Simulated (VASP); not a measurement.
Crystal: CsCl.

```
CELL_PARAMETERS angstrom
4.13683 0.00000 0.00000
0.00000 4.13683 0.00000
0.00000 0.00000 4.13683
ATOMIC_POSITIONS crystal
Cs 0.00000 0.00000 0.00000
Cl 0.50000 0.50000 0.50000
```

Program: VASP 6.6.1. Alike in all runs: task single point; potentials or basis VASP PAW PBE potentials, release 64 (Cs_sv, Cl); no spin polarisation; cell as given. Hardware: 1 thread of AMD EPYC 7R43 64-Core Processor (Zen 3) (shared host).

Problem. Order these runs on this cell by their wall time, lowest first.
A. level HSE06; k mesh 4 × 4 × 4; cutoff (eV) 400; smearing gaussian 0.01 eV; grid for exact exchange (PRECFOCK) Normal; screening parameter 0.2079 1/Å
B. level PBE; k mesh 6 × 6 × 6; cutoff (eV) 500; smearing fermi-dirac 0.02 eV
C. level r2SCAN; k mesh 6 × 6 × 6; cutoff (eV) 550; smearing gaussian 0.01 eV

Solution. B (15 s), C (72 s), A (390 s).
